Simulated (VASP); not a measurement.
# SnTe (Fm-3m) in VASP: further runs

Aim: see how the results for SnTe move with the level of theory and the settings. Levels: r2SCAN+rVV10, SVWN5, PBE. Tasks: single point, relaxation of cell and atoms.

All numbers are computed with VASP 6.6.1; they aren't measurements. Logs are shortened: lines on timing, memory, paths and dates and some standing lists are left out, and cuts for length are marked.

### 1 The cell of the first run

Symmetry: Fm-3m, No. 225, cubic system. The conventional cell has a = 6.425 Å, b = 6.425 Å, c = 6.425 Å, α = 90.00°, β = 90.00°, γ = 90.00°. Te (site symmetry m-3m) has 6 Sn at 3.21 Å within 4.2 Å. Sn (site symmetry m-3m) has 6 Te at 3.21 Å within 4.2 Å.

### 2 Single point, r2SCAN+rVV10

POSCAR

```
SnTe
1.0
    0.0000000000      3.2126470615      3.2126470615
    3.2126470615      0.0000000000      3.2126470615
    3.2126470615      3.2126470615      0.0000000000
Te Sn
1 1
Direct
    0.5000000000      0.5000000000      0.5000000000
    0.0000000000      0.0000000000      0.0000000000
```

INCAR.step1

```
ALGO     = Normal         # electronic algorithm
EDIFF    = 1E-4           # SCF threshold, eV
ENCUT    = 520            # plane-wave cutoff, eV
GGA      = PE             # functional
ISMEAR   = -1             # smearing method
LASPH    = True           # aspherical terms in the spheres
LCHARG   = False          # write CHGCAR
LREAL    = False          # projectors in reciprocal space
LWAVE    = True           # write WAVECAR
NBANDS   = 17             # bands
NELM     = 80             # most SCF steps
PREC     = Accurate       # precision mode
SIGMA    = 0.05           # smearing width, eV
```

INCAR.step2

```
ALGO     = Normal         # electronic algorithm
BPARAM   = 11.95        
CPARAM   = 0.0093       
EDIFF    = 1E-7           # SCF threshold, eV
ENCUT    = 520            # plane-wave cutoff, eV
ISIF     = 2              # what is computed and relaxed
ISMEAR   = -1             # smearing method
ISTART   = 1            
IVDW_NL  = 2            
LASPH    = True           # aspherical terms in the spheres
LCHARG   = False          # write CHGCAR
LMIXTAU  = True         
LREAL    = False          # projectors in reciprocal space
LUSE_VDW = True         
LWAVE    = False          # write WAVECAR
METAGGA  = R2SCAN         # meta-GGA
NBANDS   = 17             # bands
NELM     = 80             # most SCF steps
PREC     = Accurate       # precision mode
SIGMA    = 0.05           # smearing width, eV
```

KPOINTS

```
k-points
0
Gamma
  7 7 7
```

Potentials or basis: VASP PAW PBE potentials, release 64 (Te, Sn_d).

Command:

```sh
$ cat potpaw_PBE.64/Te/POTCAR potpaw_PBE.64/Sn_d/POTCAR > POTCAR
$ cp INCAR.step1 INCAR
$ mpirun -np 1 vasp_std > vasp.out
$ cp INCAR.step2 INCAR
$ mpirun -np 1 vasp_std > vasp.out
```

OUTCAR:

```text
BPARAM = 11.95
   EDIFF = 1E-7
   ENCUT = 520
   ISIF = 2
   ISMEAR = -1
   ISTART = 1
   IVDW_NL = 2
   LASPH = True
   LREAL = False
   METAGGA = R2SCAN
   NELM = 80
   PREC = Accurate

 ion  position               nearest neighbor table
   1  0.500  0.500  0.500-   2 3.21   2 3.21   2 3.21   2 3.21   2 3.21   2 3.21
   2  0.000  0.000  0.000-   1 3.21   1 3.21   1 3.21   1 3.21   1 3.21   1 3.21

  LATTYP: Found a face centered cubic cell.
 ALAT       =     6.4252941230

  Lattice vectors:

 A1 = (   0.0000000000,   3.2126470615,   3.2126470615)
 A2 = (   3.2126470615,   0.0000000000,   3.2126470615)
 A3 = (   3.2126470615,   3.2126470615,   0.0000000000)

Analysis of symmetry for initial positions (statically):
[... 33 lines left out ...]
                                     Primitive cell

  volume of cell :      66.3161

  direct lattice vectors                    reciprocal lattice vectors
     0.000000000  3.212647061  3.212647061    -0.155634899  0.155634899  0.155634899
     3.212647061  0.000000000  3.212647061     0.155634899 -0.155634899  0.155634899
     3.212647061  3.212647061  0.000000000     0.155634899  0.155634899 -0.155634899

  length of vectors
     4.543369045  4.543369045  4.543369045     0.269567552  0.269567552  0.269567552

  position of ions in fractional coordinates (direct lattice)
     0.500000000  0.500000000  0.500000000
     0.000000000  0.000000000  0.000000000

  ion indices of the primitive-cell ions
   primitive index   ion index
                 1           1
                 2           2

----------------------------------------------------------------------------------------

 KPOINTS: k-points

Automatic generation of k-mesh.
 Grid dimensions read from file:
 generate k-points for:    7    7    7

 Generating k-lattice:

  Cartesian coordinates                     Fractional coordinates (reciprocal lattice)
    -0.022233557  0.022233557  0.022233557     0.142857143  0.000000000  0.000000000
     0.022233557 -0.022233557  0.022233557     0.000000000  0.142857143  0.000000000
     0.022233557  0.022233557 -0.022233557     0.000000000  0.000000000  0.142857143

  Length of vectors
     0.038509650  0.038509650  0.038509650

  Shift w.r.t. Gamma in fractional coordinates (k-lattice)
     0.000000000  0.000000000  0.000000000

 Subroutine IBZKPT returns following result:
 ===========================================

 Found     20 irreducible k-points:

 Following reciprocal coordinates:
            Coordinates               Weight
  0.000000  0.000000  0.000000      1.000000
  0.142857  0.000000  0.000000      8.000000
  0.285714  0.000000  0.000000      8.000000
  0.428571  0.000000  0.000000      8.000000
  0.142857  0.142857  0.000000      6.000000
  0.285714  0.142857  0.000000     24.000000
[... 12 lines left out ...]
 -0.428571  0.428571  0.142857     24.000000
 -0.285714  0.428571  0.142857     24.000000
   k-points           NKPTS =     20   k-points in BZ     NKDIM =     20   number of bands    NBANDS=     17
   number of dos      NEDOS =    301   number of ions     NIONS =      2
   total plane-waves  NPLWV =  46656
   dimension x,y,z NGX =    36 NGY =   36 NGZ =   36
   dimension x,y,z NGXF=    72 NGYF=   72 NGZF=   72
   ions per type =               1   1
   NGX,Y,Z   is equivalent  to a cutoff of  13.17, 13.17, 13.17 a.u.
   NGXF,Y,Z  is equivalent  to a cutoff of  26.35, 26.35, 26.35 a.u.
 SYSTEM =  unknown system
   PREC   = accura    normal or accurate (medium, high low for compatibility)
   ISTART =      1    job   : 0-new  1-cont  2-samecut
   ICHARG =      0    charge: 1-file 2-atom 10-const
   ISPIN  =      1    spin polarized calculation?
   LNONCOLLINEAR =      F non collinear calculations
   LSORBIT =      F    spin-orbit coupling
   LASPH  =      T    aspherical Exc in radial PAW
   ENCUT  =  520.0 eV  38.22 Ry    6.18 a.u.   8.45  8.45  8.45*2*pi/ulx,y,z
   NELM   =     80;   NELMIN=  2; NELMDL=  0     # of ELM steps
   EDIFF  = 0.1E-06   stopping-criterion for ELM
   LREAL  =      F    real-space projection
   EDIFFG = 0.1E-05   stopping-criterion for IOM
   NSW    =      0    number of steps for IOM
   IBRION =     -1    ionic relax: 0-MD 1-quasi-New 2-CG
   NFREE  =      0    steps in history (QN), initial steepest desc. (CG)
   ISIF   =      2    stress and relaxation
   ISYM   =      2    0-nonsym 1-usesym 2-fastsym
   POTIM  = 0.5000    time-step for ionic-motion
   TEBEG  =    0.0;   TEEND  =   0.0 temperature during run
   PSTRESS=    0.0 pullay stress
   NELECT =      20.0000    total number of electrons
   NUPDOWN=      -1.0000    fix difference up-down
   EMIN   =  10.00;   EMAX   =-10.00  energy-range for DOS
   EFERMI =   0.00;   METHOD = LEGACY
   ISMEAR =    -1;   SIGMA  =   0.05  broadening in eV -4-tet -1-fermi 0-gaus
   EFERMI_NEDOS =   21; number of points for ismear=-14 and -15
   IALGO  =     38    algorithm
   IMIX   =      4    mixing-type and parameters
     AMIX     =   0.40;   BMIX     =  1.00
     AMIX_MAG =   1.60;   BMIX_MAG =  1.00
  volume/ion in A,a.u.               =      33.16       223.76
  Fermi-wavevector in a.u.,A,eV,Ry     =   1.097855  2.074646 16.398918  1.205287
  Thomas-Fermi vector in A             =   2.234223
   LORBIT       =      0    0 simple, 1 ext, 2 COOP (PROOUT), +10 PAW based schemes
   METAGGA = R2SCAN    functional components
   LHFCALC =     F    Hartree Fock is set to
   AEXX    =    0.0000 exact exchange contribution
   IVDW_NL    =     2    kernel type
   BPARAM     =11.9500
   IVDW    =     0    specifies the selected vdW correction
   LEPSILON=     F    determine dielectric tensor
   LRPA    =     F    only Hartree local field effects (RPA)
 non-spin polarized calculation
  energy-cutoff  :      520.00
  volume of cell :       66.32
 maximum number of plane-waves:      1807
 NGX is ok and might be reduce to    36
   NGX = 17   NGY = 17   NGZ = 17

 number of electron      20.0000006 magnetization

 Free energy of the ion-electron system (eV)
  ---------------------------------------------------
  ext. energy  EPLUGINS =         0.00000000
  ---------------------------------------------------
  free energy    TOTEN  =       -50.13782938 eV

  energy without entropy =      -50.13778882  energy(sigma->0) =      -50.13780910

 E-fermi :   6.3206     XC(G=0):  -9.8360

 val. band max:        5.9744294542   @ k =   0.4286   0.0000   0.0000
 cond. band min:       6.6982911328   @ k =   0.4286   0.0000   0.0000
 fundamental gap:      0.7238616785
 Fermi energy:         6.3205821414

 k-point     1 :       0.0000    0.0000    0.0000
  band No.  band energies     occupation
      1     -16.4266      2.00000
      2     -16.4266      2.00000
      3     -16.4188      2.00000
      4     -16.4188      2.00000
      5     -16.4188      2.00000
      6      -6.7825      2.00000
[... 9 lines left out ...]
     16      11.3249      0.00000
     17      13.2820      0.00000

 k-point     2 :       0.1429    0.0000    0.0000
  band No.  band energies     occupation
      1     -16.4273      2.00000
      2     -16.4273      2.00000
      3     -16.4185      2.00000
      4     -16.4179      2.00000
      5     -16.4179      2.00000
      6      -6.6167      2.00000
[... 9 lines left out ...]
     16      11.7345      0.00000
     17      14.4821      0.00000

 k-point     3 :       0.2857    0.0000    0.0000
  band No.  band energies     occupation
      1     -16.4291      2.00000
      2     -16.4291      2.00000
      3     -16.4179      2.00000
      4     -16.4156      2.00000
      5     -16.4156      2.00000
      6      -6.1663      2.00000
[... 9 lines left out ...]
     16      12.8725      0.00000
     17      16.8980      0.00000

 k-point     4 :       0.4286    0.0000    0.0000
  band No.  band energies     occupation
      1     -16.4307      2.00000
      2     -16.4306      2.00000
      3     -16.4174      2.00000
      4     -16.4136      2.00000
      5     -16.4135      2.00000
      6      -5.6606      2.00000
[... 9 lines left out ...]
     16      14.6101      0.00000
     17      15.9390      0.00000

 k-point     5 :       0.1429    0.1429    0.0000
  band No.  band energies     occupation
      1     -16.4290      2.00000
      2     -16.4259      2.00000
      3     -16.4193      2.00000
      4     -16.4172      2.00000
      5     -16.4172      2.00000
      6      -6.5624      2.00000
[... 9 lines left out ...]
     16      12.3854      0.00000
     17      13.5189      0.00000

 k-point     6 :       0.2857    0.1429    0.0000
  band No.  band energies     occupation
      1     -16.4314      2.00000
      2     -16.4263      2.00000
      3     -16.4191      2.00000
      4     -16.4155      2.00000
      5     -16.4150      2.00000
      6      -6.2086      2.00000
[... 9 lines left out ...]
     16      13.5565      0.00000
     17      14.9706      0.00000
[... 201 lines left out ...]
 k-point    17 :       0.4286    0.2857    0.1429
  band No.  band energies     occupation
      1     -16.4336      2.00000
      2     -16.4267      2.00000
      3     -16.4188      2.00000
      4     -16.4138      2.00000
      5     -16.4136      2.00000
      6      -5.8237      2.00000
[... 9 lines left out ...]
     16      14.7984      0.00000
     17      15.7101      0.00000

 k-point    18 :      -0.4286    0.2857    0.1429
  band No.  band energies     occupation
      1     -16.4344      2.00000
      2     -16.4280      2.00000
      3     -16.4169      2.00000
      4     -16.4144      2.00000
      5     -16.4119      2.00000
      6      -5.4251      2.00000
[... 9 lines left out ...]
     16      15.3573      0.00000
     17      16.5246      0.00000

 k-point    19 :      -0.4286    0.4286    0.1429
  band No.  band energies     occupation
      1     -16.4383      2.00000
      2     -16.4251      2.00000
      3     -16.4195      2.00000
      4     -16.4124      2.00000
      5     -16.4104      2.00000
      6      -5.3190      2.00000
[... 9 lines left out ...]
     16      16.0577      0.00000
     17      17.1198      0.00000

 k-point    20 :      -0.2857    0.4286    0.1429
  band No.  band energies     occupation
      1     -16.4366      2.00000
      2     -16.4269      2.00000
      3     -16.4170      2.00000
      4     -16.4146      2.00000
      5     -16.4104      2.00000
      6      -5.2377      2.00000
[... 9 lines left out ...]
     16      16.3761      0.00000
     17      16.9063      0.00000

------------------------ aborting loop because EDIFF is reached ----------------------------------------

  FORCE on cell =-STRESS in cart. coord.  units (eV):
  Direction    XX          YY          ZZ          XY          YZ          ZX
  --------------------------------------------------------------------------------------
  -------------------------------------------------------------------------------------
  Total       -0.7372561     -0.7372561     -0.7372561      0.0000000     -0.0000000      0.0000000
  in kB      -17.8118857    -17.8118857    -17.8118857      0.0000000     -0.0000000      0.0000000
  external PRESSURE =     -17.8118857 kB  Pullay stress =       0.0000000 kB

 VOLUME and BASIS-vectors are now :
 -----------------------------------------------------------------------------
  energy-cutoff  :      520.00
  volume of cell :       66.32
      direct lattice vectors                 reciprocal lattice vectors
     0.000000000  3.212647061  3.212647061    -0.155634899  0.155634899  0.155634899
     3.212647061  0.000000000  3.212647061     0.155634899 -0.155634899  0.155634899
     3.212647061  3.212647061  0.000000000     0.155634899  0.155634899 -0.155634899

 POSITION                                       TOTAL-FORCE (eV/Angst)
 -----------------------------------------------------------------------------------
      3.21265      3.21265      3.21265         0.000000      0.000000     -0.000000
      0.00000      0.00000      0.00000         0.000000      0.000000      0.000000
 -----------------------------------------------------------------------------------
    total drift:                               -0.000000      0.000000      0.000000

  FREE ENERGIE OF THE ION-ELECTRON SYSTEM (eV)
  ---------------------------------------------------
  free  energy   TOTEN  =       -50.1378293799 eV

  energy  without entropy=      -50.1377888152  energy(sigma->0) =      -50.13780910
```

Wall time 93 s (1 thread of Intel Xeon 6975P-C (Granite Rapids), shared host); peak memory 0.39 GiB.

What came out:

```yaml
Free_energy: -50.1378 eV
Pressure: -1.8 GPa
```

Caveat: this odd mesh misses L, where the gap lies, so gap, dielectric constants and Born charges aren't listed; the PAW data sets were made with another functional, which shifts forces and pressure a little; spin-orbit coupling is left out, which moves the levels of the heavy elements.

### 3 Relaxation of cell and atoms, SVWN5

This run uses another cell than the first one, of 31.28 Å³/atom, 0.943 times its volume.

INCAR

```
SYSTEM = SnTe
ALGO = Normal
EDIFF = 1E-6
EDIFFG = -0.01
ENCUT = 600
GGA = VW
IBRION = 2
ISIF = 3
ISMEAR = -1
LASPH = .TRUE.
LCHARG = .FALSE.
LREAL = .FALSE.
LWAVE = .FALSE.
NELM = 100
NSW = 60
PREC = Accurate
SIGMA = 0.05
```

KPOINTS

```
k-points
0
G
  7 7 7
  0 0 0
```

POSCAR

```
SnTe
1.0
    0.0000000000      3.1508500000      3.1508500000
    3.1508500000      0.0000000000      3.1508500000
    3.1508500000      3.1508500000      0.0000000000
Te Sn
1 1
Direct
    0.5000000000      0.5000000000      0.5000000000
    0.0000000000      0.0000000000      0.0000000000
```

Potentials or basis: VASP PAW PBE potentials, release 64 (Te, Sn_d).

Command:

```sh
$ cat potpaw_PBE.64/Te/POTCAR potpaw_PBE.64/Sn_d/POTCAR > POTCAR
$ mpirun -np 1 vasp_std > vasp.out
```

It took 18 s on 1 thread of Intel Xeon 6975P-C (Granite Rapids), shared host; peak memory 0.18 GiB.

It converged, with:

| Item | Value |
| --- | --- |
| Free energy | -8.8320 eV |
| Relaxed volume | 30.27 Å³/atom |
| Relaxed cell | a = 4.407 Å, b = 4.407 Å, c = 4.407 Å, α = 60.00°, β = 60.00°, γ = 60.00° |
| Space group after relaxing (to 0.05 Å) | Fm-3m (No. 225) |
| Energy gained by relaxing | 5.0 meV/atom |
| Ionic steps | 3 |
| Pressure after relaxing | 0.0 GPa |

Step by step:
| step | energy change (eV) | largest force (eV/Å) | pressure (GPa) | volume (Å³) |
| --- | --- | --- | --- | --- |
| 1 | 0.0000 | 0.0000 | -1.56 | 62.56 |
| 2 | -0.0088 | 0.0000 | 0.59 | 59.85 |
| 3 | -0.0101 | 0.0000 | 0.01 | 60.54 |

Final structure:
```
Te Sn
1.0
     0.00000    3.11654    3.11654
     3.11654    0.00000    3.11654
     3.11654    3.11654    0.00000
Te Sn
1 1
Direct
  0.50000 0.50000 0.50000
  0.00000 0.00000 0.00000
```

Levels at points of the mesh, in eV from the Fermi level:
| k point | band 7 | band 8 | band 9 | band 10 | band 11 | band 12 | band 13 | band 14 |
| --- | --- | --- | --- | --- | --- | --- | --- | --- |
| (0.00, 0.00, 0.00) | -4.74 | -2.24 | -2.24 | -2.24 | 3.33 | 3.33 | 3.33 | 4.72 |

Caveat: this odd mesh misses L, where the gap lies, so gap, dielectric constants and Born charges aren't listed; the PAW data sets were made with another functional, which shifts forces and pressure a little; spin-orbit coupling is left out, which moves the levels of the heavy elements.

[end of part 1 of 2]
